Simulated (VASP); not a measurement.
# AgBr (Fm-3m) in VASP: settings compared

Aim: see how the results for AgBr move with the level of theory and the settings. Levels: LDA, PBEsol, PBE. Tasks: single point.

Program: VASP 6.6.1. These are calculated values, not measurements. Logs are shortened: lines on timing, memory, paths and dates and some standing lists are left out, and cuts for length are marked.

## Step 1: The cell of the first run

It takes space group Fm-3m (No. 225, cubic). Conventional cell: a = 5.584 Å, b = 5.584 Å, c = 5.584 Å, α = 90.00°, β = 90.00°, γ = 90.00°. Ag (site symmetry m-3m) has 6 Br at 2.79 Å within 3.7 Å. Within 3.7 Å of Br (site symmetry m-3m) lie 6 Ag at 2.79 Å.

## Step 2: Single point, LDA

INCAR reads:

```
  ALGO = Normal
  EDIFF = 1E-6
  ENCUT = 500
  GGA = CA
  GGA_COMPAT = False
  ISIF = 2
  ISMEAR = -1
  LASPH = True
  LCHARG = False
  LREAL = False
  LWAVE = False
  NBANDS = 16
  NELM = 120
  PREC = Accurate
  SIGMA = 0.02
```

KPOINTS reads:

```
k-points
0
Gamma
  8 8 8
```

POSCAR reads:

```
AgBr
1.0
    0.0000000000      2.7920724612      2.7920724612
    2.7920724612      0.0000000000      2.7920724612
    2.7920724612      2.7920724612      0.0000000000
Ag Br
1 1
Direct
    0.0000000000      0.0000000000      0.0000000000
    0.5000000000      0.5000000000      0.5000000000
```

Potentials or basis: VASP PAW LDA potentials, release 64 (Ag, Br).

Run with:

```sh
> cat potpaw_LDA.64/Ag/POTCAR potpaw_LDA.64/Br/POTCAR > POTCAR
> mpirun -np 1 vasp_std > vasp.out
```

OUTCAR:

```text
EDIFF = 1E-6
   ENCUT = 500
   GGA = CA
   ISIF = 2
   ISMEAR = -1
   LASPH = True
   LREAL = False
   NELM = 120
   PREC = Accurate

 ion  position               nearest neighbor table
   1  0.000  0.000  0.000-   2 2.79   2 2.79   2 2.79   2 2.79   2 2.79   2 2.79
   2  0.500  0.500  0.500-   1 2.79   1 2.79   1 2.79   1 2.79   1 2.79   1 2.79

  LATTYP: Found a face centered cubic cell.
 ALAT       =     5.5841449224

  Lattice vectors:

 A1 = (   0.0000000000,   2.7920724612,   2.7920724612)
 A2 = (   2.7920724612,   0.0000000000,   2.7920724612)
 A3 = (   2.7920724612,   2.7920724612,   0.0000000000)

Analysis of symmetry for initial positions (statically):
=====================================================================
 Subroutine PRICEL returns:
 Original cell was already a primitive cell.

 Routine SETGRP: Setting up the symmetry group for a
 face centered cubic supercell.

 Subroutine GETGRP returns: Found 48 space group operations
 (whereof 48 operations were pure point group operations)
 out of a pool of 48 trial point group operations.

The static configuration has the point symmetry O_h .

Analysis of symmetry for dynamics (positions and initial velocities):
=====================================================================
 Subroutine PRICEL returns:
 Original cell was already a primitive cell.

 Routine SETGRP: Setting up the symmetry group for a
 face centered cubic supercell.

 Subroutine GETGRP returns: Found 48 space group operations
 (whereof 48 operations were pure point group operations)
 out of a pool of 48 trial point group operations.

The dynamic configuration has the point symmetry O_h .

 Subroutine INISYM returns: Found 48 space group operations
 (whereof 48 operations are pure point group operations),
 and found     1 'primitive' translations

----------------------------------------------------------------------------------------

                                     Primitive cell

  volume of cell :      43.5321

  direct lattice vectors                    reciprocal lattice vectors
     0.000000000  2.792072461  2.792072461    -0.179078447  0.179078447  0.179078447
     2.792072461  0.000000000  2.792072461     0.179078447 -0.179078447  0.179078447
     2.792072461  2.792072461  0.000000000     0.179078447  0.179078447 -0.179078447

  length of vectors
     3.948586742  3.948586742  3.948586742     0.310172969  0.310172969  0.310172969

  position of ions in fractional coordinates (direct lattice)
     0.000000000  0.000000000  0.000000000
     0.500000000  0.500000000  0.500000000

  ion indices of the primitive-cell ions
   primitive index   ion index
                 1           1
                 2           2

----------------------------------------------------------------------------------------

 KPOINTS: k-points

Automatic generation of k-mesh.
 Grid dimensions read from file:
 generate k-points for:    8    8    8

 Generating k-lattice:

  Cartesian coordinates                     Fractional coordinates (reciprocal lattice)
    -0.022384806  0.022384806  0.022384806     0.125000000  0.000000000  0.000000000
     0.022384806 -0.022384806  0.022384806     0.000000000  0.125000000  0.000000000
     0.022384806  0.022384806 -0.022384806     0.000000000  0.000000000  0.125000000

  Length of vectors
     0.038771621  0.038771621  0.038771621

  Shift w.r.t. Gamma in fractional coordinates (k-lattice)
     0.000000000  0.000000000  0.000000000

 Subroutine IBZKPT returns following result:
 ===========================================

 Found     29 irreducible k-points:

 Following reciprocal coordinates:
            Coordinates               Weight
  0.000000  0.000000  0.000000      1.000000
  0.125000  0.000000  0.000000      8.000000
  0.250000  0.000000  0.000000      8.000000
  0.375000  0.000000  0.000000      8.000000
  0.500000  0.000000  0.000000      4.000000
  0.125000  0.125000  0.000000      6.000000
[... 16 lines left out ...]
  0.500000  0.250000  0.125000     48.000000
 -0.375000  0.250000  0.125000     24.000000
 [... further k-points ...]
   k-points           NKPTS =     29   k-points in BZ     NKDIM =     29   number of bands    NBANDS=     16
   number of dos      NEDOS =    301   number of ions     NIONS =      2
   total plane-waves  NPLWV =  27000
   dimension x,y,z NGX =    30 NGY =   30 NGZ =   30
   dimension x,y,z NGXF=    60 NGYF=   60 NGZF=   60
   ions per type =               1   1
   NGX,Y,Z   is equivalent  to a cutoff of  12.63, 12.63, 12.63 a.u.
   NGXF,Y,Z  is equivalent  to a cutoff of  25.26, 25.26, 25.26 a.u.
 SYSTEM =  unknown system
   PREC   = accura    normal or accurate (medium, high low for compatibility)
   ISTART =      0    job   : 0-new  1-cont  2-samecut
   ICHARG =      2    charge: 1-file 2-atom 10-const
   ISPIN  =      1    spin polarized calculation?
   LNONCOLLINEAR =      F non collinear calculations
   LSORBIT =      F    spin-orbit coupling
   LASPH  =      T    aspherical Exc in radial PAW
   ENCUT  =  500.0 eV  36.75 Ry    6.06 a.u.   7.20  7.20  7.20*2*pi/ulx,y,z
   NELM   =    120;   NELMIN=  2; NELMDL= -5     # of ELM steps
   EDIFF  = 0.1E-05   stopping-criterion for ELM
   LREAL  =      F    real-space projection
   EDIFFG = 0.1E-04   stopping-criterion for IOM
   NSW    =      0    number of steps for IOM
   IBRION =     -1    ionic relax: 0-MD 1-quasi-New 2-CG
   NFREE  =      0    steps in history (QN), initial steepest desc. (CG)
   ISIF   =      2    stress and relaxation
   ISYM   =      2    0-nonsym 1-usesym 2-fastsym
   POTIM  = 0.5000    time-step for ionic-motion
   TEBEG  =    0.0;   TEEND  =   0.0 temperature during run
   PSTRESS=    0.0 pullay stress
   NELECT =      18.0000    total number of electrons
   NUPDOWN=      -1.0000    fix difference up-down
   EMIN   =  10.00;   EMAX   =-10.00  energy-range for DOS
   EFERMI =   0.00;   METHOD = LEGACY
   ISMEAR =    -1;   SIGMA  =   0.02  broadening in eV -4-tet -1-fermi 0-gaus
   EFERMI_NEDOS =   21; number of points for ismear=-14 and -15
   IALGO  =     38    algorithm
   IMIX   =      4    mixing-type and parameters
     AMIX     =   0.40;   BMIX     =  1.00
     AMIX_MAG =   1.60;   BMIX_MAG =  1.00
  volume/ion in A,a.u.               =      21.77       146.88
  Fermi-wavevector in a.u.,A,eV,Ry     =   1.219632  2.304771 20.238712  1.487503
  Thomas-Fermi vector in A             =   2.354878
   LORBIT       =      0    0 simple, 1 ext, 2 COOP (PROOUT), +10 PAW based schemes
   GGA     = CA    functional components
   LHFCALC =     F    Hartree Fock is set to
   AEXX    =    0.0000 exact exchange contribution
   IVDW    =     0    specifies the selected vdW correction
   LEPSILON=     F    determine dielectric tensor
   LRPA    =     F    only Hartree local field effects (RPA)
 non-spin polarized calculation
  energy-cutoff  :      500.00
  volume of cell :       43.53
 maximum number of plane-waves:      1124
 NGX is ok and might be reduce to    30
   NGX = 15   NGY = 15   NGZ = 15

 number of electron      18.0000002 magnetization

 Free energy of the ion-electron system (eV)
  ---------------------------------------------------
  ext. energy  EPLUGINS =         0.00000000
  ---------------------------------------------------
  free energy    TOTEN  =        -6.41216027 eV

  energy without entropy =       -6.41216011  energy(sigma->0) =       -6.41216019

 E-fermi :   4.8114     XC(G=0): -10.6838

 val. band max:        4.5809547459   @ k =   0.5000   0.0000   0.0000
 cond. band min:       4.9980321134   @ k =   0.0000   0.0000   0.0000
 fundamental gap:      0.4170773675
 Fermi energy:         4.8114178550

 k-point     1 :       0.0000    0.0000    0.0000
  band No.  band energies     occupation
      1     -11.0870      2.00000
      2       1.3212      2.00000
      3       1.3212      2.00000
      4       1.3212      2.00000
      5       1.3237      2.00000
      6       1.3237      2.00000
[... 8 lines left out ...]
     15      16.4505      0.00000
     16      16.4505      0.00000

 k-point     2 :       0.1250    0.0000    0.0000
  band No.  band energies     occupation
      1     -11.0096      2.00000
      2       0.8812      2.00000
      3       0.8812      2.00000
      4       0.9168      2.00000
      5       1.3752      2.00000
      6       1.3752      2.00000
[... 8 lines left out ...]
     15      15.5280      0.00000
     16      15.7615      0.00000

 k-point     3 :       0.2500    0.0000    0.0000
  band No.  band energies     occupation
      1     -10.8122      2.00000
      2      -0.2205      2.00000
      3       0.3053      2.00000
      4       0.3053      2.00000
      5       1.5089      2.00000
      6       1.5089      2.00000
[... 8 lines left out ...]
     15      15.9190      0.00000
     16      15.9190      0.00000

 k-point     4 :       0.3750    0.0000    0.0000
  band No.  band energies     occupation
      1     -10.5974      2.00000
      2      -1.1538      2.00000
      3      -0.0802      2.00000
      4      -0.0802      2.00000
      5       1.6490      2.00000
      6       1.6490      2.00000
[... 8 lines left out ...]
     15      16.9768      0.00000
     16      16.9768      0.00000
[... 324 lines left out ...]
 k-point    22 :       0.3750    0.2500    0.1250
  band No.  band energies     occupation
      1     -10.6888      2.00000
      2      -0.6675      2.00000
      3       0.2405      2.00000
      4       0.6181      2.00000
      5       1.4465      2.00000
      6       1.6187      2.00000
[... 8 lines left out ...]
     15      18.1281      0.00000
     16      18.6829      0.00000

 k-point    23 :       0.5000    0.2500    0.1250
  band No.  band energies     occupation
      1     -10.5336      2.00000
      2      -0.9324      2.00000
      3      -0.0797      2.00000
      4       0.1935      2.00000
      5       1.5640      2.00000
      6       1.7153      2.00000
[... 8 lines left out ...]
     15      18.4490      0.00000
     16      18.7563      0.00000

 k-point    24 :      -0.3750    0.2500    0.1250
  band No.  band energies     occupation
      1     -10.4666      2.00000
      2      -1.0226      2.00000
      3      -0.1371      2.00000
      4      -0.0803      2.00000
      5       1.6500      2.00000
      6       1.7161      2.00000
[... 8 lines left out ...]
     15      17.3208      0.00000
     16      19.0829      0.00000

 [... further k-points ...]
[... 5 lines left out ...]
  --------------------------------------------------------------------------------------
  -------------------------------------------------------------------------------------
  Total        0.0242244      0.0242244      0.0242244     -0.0000000      0.0000000     -0.0000000
  in kB        0.8915670      0.8915670      0.8915670     -0.0000000      0.0000000     -0.0000000
  external PRESSURE =       0.8915670 kB  Pullay stress =       0.0000000 kB

 VOLUME and BASIS-vectors are now :
 -----------------------------------------------------------------------------
  energy-cutoff  :      500.00
  volume of cell :       43.53
      direct lattice vectors                 reciprocal lattice vectors
     0.000000000  2.792072461  2.792072461    -0.179078447  0.179078447  0.179078447
     2.792072461  0.000000000  2.792072461     0.179078447 -0.179078447  0.179078447
     2.792072461  2.792072461  0.000000000     0.179078447  0.179078447 -0.179078447

 POSITION                                       TOTAL-FORCE (eV/Angst)
 -----------------------------------------------------------------------------------
      0.00000      0.00000      0.00000         0.000000      0.000000      0.000000
      2.79207      2.79207      2.79207         0.000000      0.000000      0.000000
 -----------------------------------------------------------------------------------
    total drift:                               -0.000000      0.000000      0.000000

  FREE ENERGIE OF THE ION-ELECTRON SYSTEM (eV)
  ---------------------------------------------------
  free  energy   TOTEN  =        -6.4121602731 eV

  energy  without entropy=       -6.4121601124  energy(sigma->0) =       -6.41216019
```

It took 6.8 s on 1 thread of Intel Xeon 6975P-C (Granite Rapids), shared host; peak memory 0.15 GiB.

Results:

```yaml
Free_energy: -6.4122 eV
Pressure: 0.1 GPa
Band_gap_on_the_k_mesh: 0.42 eV, indirect (least direct gap 2.66 eV)
```

Levels at points of the mesh, in eV from the valence-band top:
| k point | band 6 | band 7 | band 8 | band 9 | band 10 | band 11 | band 12 | band 13 |
| --- | --- | --- | --- | --- | --- | --- | --- | --- |
| (0.00, 0.00, 0.00) | -3.26 | -2.24 | -2.24 | -2.24 | 0.42 | 9.82 | 9.82 | 9.82 |
| (0.50, 0.00, 0.00) | -2.87 | -2.48 | 0.00 | 0.00 | 3.26 | 6.41 | 6.41 | 6.93 |
| (0.50, 0.50, 0.00) | -3.06 | -2.74 | -2.74 | -2.58 | 1.18 | 6.78 | 9.20 | 11.22 |

## Step 3: Single point, PBEsol

This run uses another cell than the first one, of 22.84 Å³/atom, 1.049 times its volume.

INCAR reads:

```
SYSTEM = AgBr
PREC = Accurate
ENCUT = 500
EDIFF = 1E-6
ISMEAR = -1
SIGMA = 0.02
LREAL = .FALSE.
LASPH = .TRUE.
NELM = 120
ALGO = Normal
ISIF = 2
LWAVE = .FALSE.
LCHARG = .FALSE.
GGA = PS
NBANDS = 16
GGA_COMPAT = .FALSE.
```

KPOINTS reads:

```
Automatic mesh
0
G
  8 8 8
  0 0 0
```

POSCAR reads:

```
AgBr
1.0
    0.0000000000      2.8370701336      2.8370701336
    2.8370701336      0.0000000000      2.8370701336
    2.8370701336      2.8370701336      0.0000000000
Ag Br
1 1
Direct
    0.0000000000      0.0000000000      0.0000000000
    0.5000000000      0.5000000000      0.5000000000
```

Potentials or basis: VASP PAW PBE potentials, release 64 (Ag, Br).

Run with:

```sh
> cat potpaw_PBE.64/Ag/POTCAR potpaw_PBE.64/Br/POTCAR > POTCAR
> mpirun -np 1 vasp_std > vasp.out
```

Run time: 8.8 s. Hardware: 1 thread of Intel Xeon 6975P-C (Granite Rapids), shared host; peak memory 0.17 GiB.

It converged, with:

- Free energy: -5.6983 eV
- Pressure: 0.0 GPa
- Band gap on the k mesh: 0.50 eV, indirect (least direct gap 2.58 eV)

Levels at points of the mesh, in eV from the valence-band top:
| k point | band 6 | band 7 | band 8 | band 9 | band 10 | band 11 | band 12 | band 13 |
| --- | --- | --- | --- | --- | --- | --- | --- | --- |
| (0.00, 0.00, 0.00) | -2.98 | -2.08 | -2.08 | -2.08 | 0.50 | 9.80 | 9.80 | 9.80 |
| (0.50, 0.00, 0.00) | -2.64 | -2.28 | 0.00 | 0.00 | 3.44 | 6.56 | 6.56 | 6.72 |
| (0.50, 0.50, 0.00) | -2.80 | -2.52 | -2.52 | -2.40 | 1.39 | 6.84 | 9.05 | 11.08 |

Caveat: the PAW data sets were made with another functional, which shifts forces and pressure a little.

## Step 4: Single point, PBE

This run uses another cell than the first one, of 24.21 Å³/atom, 1.112 times its volume.

INCAR reads:

```
ALGO     = Normal         # electronic algorithm
EDIFF    = 1E-6           # SCF threshold, eV
ENCUT    = 500            # plane-wave cutoff, eV
GGA      = PE             # functional
GGA_COMPAT= F            
ISIF     = 2              # what is computed and relaxed
ISMEAR   = -1             # smearing method
LASPH    = T              # aspherical terms in the spheres
LCHARG   = F              # write CHGCAR
LREAL    = F              # projectors in reciprocal space
LWAVE    = F              # write WAVECAR
NBANDS   = 16             # bands
NELM     = 120            # most SCF steps
PREC     = Accurate       # precision mode
SIGMA    = 0.02           # smearing width, eV
```

KPOINTS reads:

```
k-points
0
Gamma
  8 8 8
```

POSCAR reads:

```
AgBr
1.0
    0.0000000000      2.8927622870      2.8927622870
    2.8927622870      0.0000000000      2.8927622870
    2.8927622870      2.8927622870      0.0000000000
Ag Br
1 1
Direct
    0.0000000000      0.0000000000      0.0000000000
    0.5000000000      0.5000000000      0.5000000000
```

Potentials or basis: VASP PAW PBE potentials, release 64 (Ag, Br).

Run with:

```sh
> cat potpaw_PBE.64/Ag/POTCAR potpaw_PBE.64/Br/POTCAR > POTCAR
> mpirun -np 1 vasp_std > vasp.out
```

OUTCAR:

```text
EDIFF = 1E-6
   ENCUT = 500
   GGA = PE
   ISIF = 2
   ISMEAR = -1
   LASPH = T
   LREAL = F
   NELM = 120
   PREC = Accurate

 ion  position               nearest neighbor table
   1  0.000  0.000  0.000-   2 2.89   2 2.89   2 2.89   2 2.89   2 2.89   2 2.89
   2  0.500  0.500  0.500-   1 2.89   1 2.89   1 2.89   1 2.89   1 2.89   1 2.89

  LATTYP: Found a face centered cubic cell.
 ALAT       =     5.7855245740

  Lattice vectors:

[... 191 lines left out ...]
      5       0.6363      2.00000
      6       0.6363      2.00000
[... 433 lines left out ...]
      3      -0.5996      2.00000
      4      -0.5751      2.00000
      5       0.8786      2.00000
      6       0.9322      2.00000
[... 8 lines left out ...]
     15      15.8619      0.00000
     16      17.5836      0.00000

 [... further k-points ...]
[... 5 lines left out ...]
  --------------------------------------------------------------------------------------
  -------------------------------------------------------------------------------------
  Total        0.3505852      0.3505852      0.3505852     -0.0000000      0.0000000     -0.0000000
  in kB       11.6020821     11.6020821     11.6020821     -0.0000000      0.0000000     -0.0000000
  external PRESSURE =      11.6020821 kB  Pullay stress =       0.0000000 kB

 VOLUME and BASIS-vectors are now :
 -----------------------------------------------------------------------------
  energy-cutoff  :      500.00
  volume of cell :       48.41
      direct lattice vectors                 reciprocal lattice vectors
     0.000000000  2.892762287  2.892762287    -0.172845174  0.172845174  0.172845174
     2.892762287  0.000000000  2.892762287     0.172845174 -0.172845174  0.172845174
     2.892762287  2.892762287  0.000000000     0.172845174  0.172845174 -0.172845174

 POSITION                                       TOTAL-FORCE (eV/Angst)
 -----------------------------------------------------------------------------------
      0.00000      0.00000      0.00000         0.000000      0.000000     -0.000000
      2.89276      2.89276      2.89276         0.000000      0.000000      0.000000
 -----------------------------------------------------------------------------------
    total drift:                               -0.000000      0.000000      0.000000

  FREE ENERGIE OF THE ION-ELECTRON SYSTEM (eV)
  ---------------------------------------------------
  free  energy   TOTEN  =        -4.9953575025 eV

  energy  without entropy=       -4.9953575021  energy(sigma->0) =       -4.99535750
```

stdout:

```text
POSCAR found type information on POSCAR AgBr
 POSCAR found :  2 types and       2 ions
 scaLAPACK will be used
 LDA part: xc-table for (Slater+PW92), standard interpolation
 POSCAR, INCAR and KPOINTS ok, starting setup
 FFT: planning ... GRIDC
 FFT: planning ... GRID_SOFT
 FFT: planning ... GRID
 WAVECAR not read
 entering main loop
```

It took 9.2 s on 1 thread of Intel Xeon 6975P-C (Granite Rapids), shared host; peak memory 0.17 GiB.

What came out:

| Quantity | Value |
| --- | --- |
| Free energy | -4.9954 eV |
| Pressure | 1.2 GPa |
| Band gap on the k mesh | 0.68 eV, indirect (least direct gap 2.53 eV) |

## Step 5: Summary

| level | potentials or basis | cell | gap on the mesh (eV) | pressure (GPa) |
| --- | --- | --- | --- | --- |
| LDA | VASP PAW LDA potentials, release 64 (Ag, Br) | a = 3.949 Å, angles 60.0°, 2 atoms | 0.42 | 0.1 |
| PBEsol | VASP PAW PBE potentials, release 64 (Ag, Br) | a = 4.012 Å, angles 60.0°, 2 atoms | 0.50 | 0.0 |
| PBE | VASP PAW PBE potentials, release 64 (Ag, Br) | a = 4.091 Å, angles 60.0°, 2 atoms | 0.68 | 1.2 |

Alike in all rows: task single point; no spin polarisation; k mesh 8 × 8 × 8; cutoff (eV) 500; smearing fermi-dirac 0.02 eV.

Caveats: the PAW data sets were made with another functional, which shifts forces and pressure a little (some runs).

Absolute energies hang on the potentials; compare differences alone.
